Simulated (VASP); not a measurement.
# Al3Pd (Pm-3m) in VASP: elastic constants with PBEsol

Aim: the elastic constants of Al3Pd with PBEsol.

Everything below comes from runs of VASP 6.6.1. Logs are shortened: lines on timing, memory, paths and dates and some standing lists are left out, and cuts for length are marked.

## Step 1: The cell of the first run

Symmetry: Pm-3m, No. 221, cubic system. The conventional cell has a = 3.947 Å, b = 3.947 Å, c = 3.947 Å, α = 90.00°, β = 90.00°, γ = 90.00°. Pd (site symmetry m-3m) has 12 Al at 2.79 Å within 3.7 Å. Within 3.7 Å of Al (site symmetry 4/mmm) lie 4 Pd at 2.79 Å and 8 Al at 2.79 Å.

## Step 2: Elastic constants, PBEsol

INCAR

```
SYSTEM = Al3Pd
PREC     = Accurate       ! precision mode
ENCUT    = 600            ! plane-wave cutoff, eV
EDIFF    = 1E-8           ! SCF threshold, eV
ISMEAR   = -1             ! smearing method
SIGMA    = 0.05           ! smearing width, eV
LREAL    = .FALSE.        ! projectors in reciprocal space
LASPH    = .TRUE.         ! aspherical terms in the spheres
NELM     = 80             ! most SCF steps
ALGO     = Normal         ! electronic algorithm
ISIF     = 3              ! what is computed and relaxed
LWAVE    = .FALSE.        ! write WAVECAR
LCHARG   = .FALSE.        ! write CHGCAR
GGA      = PS             ! functional
IBRION   = 6              ! ionic algorithm
NFREE    = 2            
POTIM    = 0.015          ! step
NSW      = 1              ! ionic steps
```

KPOINTS

```
Automatic mesh
0
G
  6 6 6
  0 0 0
```

POSCAR

```
Al3Pd
1.0
    3.9469100000      0.0000000000      0.0000000000
    0.0000000000      3.9469100000      0.0000000000
    0.0000000000      0.0000000000      3.9469100000
Pd Al
1 3
Direct
    0.0000000000      0.0000000000      0.0000000000
    0.5000000000      0.5000000000      0.0000000000
    0.5000000000      0.0000000000      0.5000000000
    0.0000000000      0.5000000000      0.5000000000
```

Potentials or basis: VASP PAW PBE potentials, release 64 (Pd, Al).

Launch:

```bash
> cat potpaw_PBE.64/Pd/POTCAR potpaw_PBE.64/Al/POTCAR > POTCAR
> mpirun -np 1 vasp_std > vasp.out
```

OUTCAR:

```text
SYSTEM = Al3Pd
   PREC = Accurate
   ENCUT = 600
   EDIFF = 1E-8
   ISMEAR = -1
   LREAL = .FALSE.
   LASPH = .TRUE.
   NELM = 80
   ISIF = 3
   GGA = PS
   IBRION = 6
   NFREE = 2
   POTIM = 0.015
   NSW = 1

 ion  position               nearest neighbor table
   1  0.000  0.000  0.000-   2 2.79   3 2.79   4 2.79   3 2.79   4 2.79   2 2.79   4 2.79   4 2.79
                             2 2.79   3 2.79   3 2.79   2 2.79
   2  0.500  0.500  0.000-   1 2.79   3 2.79   4 2.79   3 2.79   4 2.79   1 2.79   3 2.79   3 2.79
                             1 2.79   4 2.79   4 2.79   1 2.79
   3  0.500  0.000  0.500-   1 2.79   2 2.79   4 2.79   1 2.79   2 2.79   2 2.79   4 2.79   2 2.79
                             1 2.79   4 2.79   1 2.79   4 2.79
   4  0.000  0.500  0.500-   1 2.79   2 2.79   3 2.79   1 2.79   2 2.79   1 2.79   3 2.79   1 2.79
                             2 2.79   3 2.79   2 2.79   3 2.79

  LATTYP: Found a simple cubic cell.
 ALAT       =     3.9469100000

  Lattice vectors:

 A1 = (   3.9469100000,   0.0000000000,   0.0000000000)
 A2 = (   0.0000000000,   3.9469100000,   0.0000000000)
 A3 = (   0.0000000000,   0.0000000000,   3.9469100000)

Analysis of symmetry for initial positions (statically):
=====================================================================
 Subroutine PRICEL returns:
 Original cell was already a primitive cell.

 Routine SETGRP: Setting up the symmetry group for a
 simple cubic supercell.

 Subroutine GETGRP returns: Found 48 space group operations
 (whereof 48 operations were pure point group operations)
 out of a pool of 48 trial point group operations.

The static configuration has the point symmetry O_h .

Analysis of symmetry for dynamics (positions and initial velocities):
=====================================================================
 Subroutine PRICEL returns:
 Original cell was already a primitive cell.

 Routine SETGRP: Setting up the symmetry group for a
 simple cubic supercell.

 Subroutine GETGRP returns: Found 48 space group operations
 (whereof 48 operations were pure point group operations)
 out of a pool of 48 trial point group operations.

The dynamic configuration has the point symmetry O_h .

 Subroutine INISYM returns: Found 48 space group operations
 (whereof 48 operations are pure point group operations),
 and found     1 'primitive' translations

----------------------------------------------------------------------------------------

                                     Primitive cell

  volume of cell :      61.4854

  direct lattice vectors                    reciprocal lattice vectors
     3.946910000  0.000000000  0.000000000     0.253362757  0.000000000  0.000000000
     0.000000000  3.946910000  0.000000000     0.000000000  0.253362757  0.000000000
     0.000000000  0.000000000  3.946910000     0.000000000  0.000000000  0.253362757

  length of vectors
     3.946910000  3.946910000  3.946910000     0.253362757  0.253362757  0.253362757

  position of ions in fractional coordinates (direct lattice)
     0.000000000  0.000000000  0.000000000
     0.500000000  0.500000000  0.000000000
     0.500000000  0.000000000  0.500000000
     0.000000000  0.500000000  0.500000000

  ion indices of the primitive-cell ions
   primitive index   ion index
                 1           1
                 2           2
                 3           3
                 4           4

----------------------------------------------------------------------------------------

[... 122 lines left out ...]
  in kB      -20.6083031    -20.6083031    -20.6083031      0.0000000     -0.0000000      0.0000000
  external PRESSURE =     -20.6083031 kB  Pullay stress =       0.0000000 kB
[... 95 lines left out ...]
  FREE ENERGIE OF THE ION-ELECTRON SYSTEM (eV)
  ---------------------------------------------------
  free  energy   TOTEN  =       -19.6693202374 eV

  energy  without entropy=      -19.6543715059  energy(sigma->0) =      -19.66184587

[... ionic steps 4 to 16 ...]

--------------------------------------- Ionic step       17  -------------------------------------------

 number of electron      19.0000003 magnetization

------------------------ aborting loop because EDIFF is reached ----------------------------------------
[... 71 lines left out ...]
--------------------------------------- Ionic step       19  -------------------------------------------

 number of electron      19.0000003 magnetization

 Free energy of the ion-electron system (eV)
  ---------------------------------------------------
  ext. energy  EPLUGINS =         0.00000000
  ---------------------------------------------------
  free energy    TOTEN  =       -19.66595816 eV

  energy without entropy =      -19.65058116  energy(sigma->0) =      -19.65826966

 E-fermi :   9.1991     XC(G=0): -11.1601

 val. band max:        9.1686707590   @ k =   0.5000   0.3333   0.1667
 cond. band min:       9.2181724977   @ k =   0.5000   0.5000   0.3333
 fundamental gap:      0.0495017386
 Fermi energy:         9.1991384576

 k-point     1 :       0.0000    0.0000    0.0000
  band No.  band energies     occupation
      1      -1.8542      2.00000
      2       4.1533      2.00000
      3       4.1533      2.00000
      4       5.5099      2.00000
      5       5.5099      2.00000
      6       5.5100      2.00000
      7       6.9097      2.00000
      8       6.9097      2.00000
      9       6.9101      2.00000
     10       9.2537      0.50259
     11      11.0073      0.00000
     12      11.0074      0.00000
     13      15.0371      0.00000
[... 354 lines left out ...]
  band No.  band energies     occupation
      1      -1.3152      2.00000
      2       3.8090      2.00000
      3       3.9307      2.00000
      4       4.8819      2.00000
      5       5.1701      2.00000
      6       5.3781      2.00000
      7       6.3912      2.00000
      8       6.5219      2.00000
      9       7.9028      2.00000
     10      10.4949      0.00000
     11      11.7057      0.00000
     12      12.4293      0.00000
     13      12.6282      0.00000

 [... further k-points ...]

------------------------ aborting loop because EDIFF is reached ----------------------------------------

  FORCE on cell =-STRESS in cart. coord.  units (eV):
  Direction    XX          YY          ZZ          XY          YZ          ZX
  --------------------------------------------------------------------------------------
  -------------------------------------------------------------------------------------
  Total       -0.7892916     -0.7892916     -0.7882584      0.0000000      0.0000000      0.0000000
  in kB      -20.5672566    -20.5672566    -20.5403355      0.0000000      0.0000000      0.0000000
  external PRESSURE =     -20.5582829 kB  Pullay stress =       0.0000000 kB
[... 19 lines left out ...]
  FREE ENERGIE OF THE ION-ELECTRON SYSTEM (eV)
  ---------------------------------------------------
  free  energy   TOTEN  =       -19.6659581584 eV

  energy  without entropy=      -19.6505811603  energy(sigma->0) =      -19.65826966

 INTERNAL STRAIN TENSORS FROM STRAINED CELLS
 ============================================

 INTERNAL STRAIN TENSOR FOR ION    1 for displacements in x,y,z  (eV/Angst):
          X           Y           Z          XY          YZ          ZX
  --------------------------------------------------------------------------------
  x     0.00000     0.00000     0.00000     0.00000     0.00000    -0.00000
  y     0.00000     0.00000     0.00000     0.00000     0.00000     0.00000
  z     0.00000     0.00000     0.00000     0.00000     0.00000     0.00000

 INTERNAL STRAIN TENSORS FROM DISPLACED ATOMS
 ============================================

 INTERNAL STRAIN TENSOR FOR ION    1 for displacements in x,y,z  (eV/Angst):
          X           Y           Z          XY          YZ          ZX
  --------------------------------------------------------------------------------
  x     0.00000     0.00000     0.00000     0.00000     0.00000     0.00000
  y     0.00000     0.00000     0.00000     0.00000     0.00000     0.00000
  z     0.00000     0.00000     0.00000     0.00000     0.00000     0.00000

 INTERNAL STRAIN TENSOR FOR ION    4 for displacements in x,y,z  (eV/Angst):
          X           Y           Z          XY          YZ          ZX
  --------------------------------------------------------------------------------
  x     0.00000     0.00000     0.00000     0.00000     0.00000     0.00000
  y     0.00000     0.00000     0.00000     0.00000     0.00000     0.00000
  z     0.00000     0.00000     0.00000     0.00000     0.00000     0.00000

 Eigenvectors and eigenvalues of the dynamical matrix
 ----------------------------------------------------

   1 f  =    9.618300 THz    60.433563 2PiTHz  320.831963 cm-1    39.778076 meV
             X         Y         Z           dx          dy          dz
      0.000000  0.000000  0.000000     0.074367   -0.002731    0.000000
      1.973455  1.973455  0.000000    -0.454669    0.016697   -0.000000
      1.973455  0.000000  1.973455    -0.454669   -0.027960    0.000000
      0.000000  1.973455  1.973455     0.761363    0.016697    0.000000
[... 71 lines left out ...]
  12 f/i=    0.001216 THz     0.007642 2PiTHz    0.040572 cm-1     0.005030 meV
             X         Y         Z           dx          dy          dz
      0.000000  0.000000  0.000000    -0.121003    0.694274   -0.267536
      1.973455  1.973455  0.000000    -0.060892    0.349377   -0.134665
      1.973455  0.000000  1.973455    -0.060892    0.349466   -0.134631
      0.000000  1.973455  1.973455    -0.060908    0.349377   -0.134631

--------------------------------------------------------------------------------------------------------

 ELASTIC MODULI CONTR FROM IONIC RELAXATION (kBar)
 Direction    XX          YY          ZZ          XY          YZ          ZX
 --------------------------------------------------------------------------------
 XX           0.0000      0.0000      0.0000      0.0000      0.0000      0.0000
 YY           0.0000      0.0000      0.0000      0.0000      0.0000      0.0000
 ZZ           0.0000      0.0000      0.0000      0.0000      0.0000      0.0000
 XY           0.0000      0.0000      0.0000      0.0000      0.0000      0.0000
 YZ           0.0000      0.0000      0.0000      0.0000      0.0000      0.0000
 ZX           0.0000      0.0000      0.0000      0.0000      0.0000      0.0000
 --------------------------------------------------------------------------------

 TOTAL ELASTIC MODULI (kBar)
 Direction    XX          YY          ZZ          XY          YZ          ZX
 --------------------------------------------------------------------------------
 XX        2090.1852    629.9880    629.9880     -0.0000     -0.0000     -0.0000
 YY         629.9880   2090.1852    629.9880      0.0000     -0.0000      0.0000
 ZZ         629.9880    629.9880   2090.1852     -0.0000      0.0000      0.0000
 XY          -0.0000      0.0000     -0.0000    -76.5198      0.0000      0.0000
 YZ          -0.0000     -0.0000      0.0000      0.0000    -76.5198      0.0000
 ZX          -0.0000      0.0000      0.0000      0.0000      0.0000    -76.5198
 --------------------------------------------------------------------------------
```

Run time: 13 min. Hardware: 1 thread of Intel Xeon 8259CL, shared host; peak memory 0.3 GiB.

What came out:

- Elastic constants C11, C12, C44: 209, 63, -8 GPa
- Voigt bulk modulus: 112 GPa
- Highest phonon frequency at Γ: 321 cm⁻¹

Phonon frequencies in cm⁻¹ (negative: imaginary):
```tsv
q point	frequencies
(0.000, 0.000, 0.000)	0 0 0 91 91 91 210 210 210 321 321 321
```

Elastic tensor in Voigt notation (GPa, in the Cartesian axes of the cell as first typed):
```
209  63  63   0   0   0
 63 209  63   0   0   0
 63  63 209   0   0   0
  0   0   0  -8   0   0
  0   0   0   0  -8   0
  0   0   0   0   0  -8
```

Clamped-ion elastic tensor (GPa):
```
209  63  63   0   0   0
 63 209  63   0   0   0
 63  63 209   0   0   0
  0   0   0  -8   0   0
  0   0   0   0  -8   0
  0   0   0   0   0  -8
```

Caveat: the cell is under stress, which shifts elastic constants; the elastic tensor has a negative eigenvalue, so either the cell is unstable as it stands or the mesh is too thin; the PAW data sets were made with another functional, which shifts forces and pressure a little.
